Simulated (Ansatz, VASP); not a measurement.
Two plane-wave programs on Mg

File INCAR:

```
PREC = Accurate
ENCUT = 520
EDIFF = 1E-6
ISMEAR = 0
SIGMA = 0.15
LREAL = False
LASPH = True
NELM = 60
ALGO = Normal
ISIF = 2
LWAVE = False
LCHARG = False
GGA = PE
NBANDS = 7
```

KPOINTS

```
regular mesh
0
Gamma
  18 18 18
```

File POSCAR:

```
Mg
1.0
   -1.8784000000      1.8784000000      1.8412500000
    1.8784000000     -1.8784000000      1.8412500000
    1.8784000000      1.8784000000     -1.8412500000
Mg
1
Direct
    0.0000000000      0.0000000000      0.0000000000
```

Input for Ansatz:

```yaml
crystal:
  lattice:
    - [-1.8784, 1.8784, 1.84125]
    - [1.8784, -1.8784, 1.84125]
    - [1.8784, 1.8784, -1.84125]
  atoms:
    - { symbol: Mg, position: [0.0, 0.0, 0.0] }
basis:
  ecutwfc: 520.0
kpoints:
  mp_grid: { grid: [18, 18, 18] }
hamiltonian:
  xc: pbe
  pseudopotentials: { kind: paw }
scf:
  occupations: { method: gaussian, width: 0.15 }
output:
  forces: true
  stress: true
  eigenvalues: true
```

Alike in both runs: task single point; functional PBE; k mesh 18 × 18 × 18; occupations gaussian, width 0.15 eV; no spin polarisation.

```csv
,VASP,Ansatz
version,VASP 6.6.1,Ansatz 0.2.0
potentials or method,"VASP PAW PBE potentials, release 64 (Mg), cutoff 520 eV","scalar-relativistic, plane waves, PAW"
valence electrons in the cell,2,10
```

```csv
,VASP,Ansatz,Ansatz less VASP
gap on the k mesh at the Fermi level (eV),none,none,-
pressure (GPa),-3.5,-3.4,+0.11
```

A gap of «none» marks a metal or a gap that the smearing closes. VASP's potentials hold 2 valence electrons a cell and Ansatz's 10, so a difference there can come from the potentials and not from the codes.
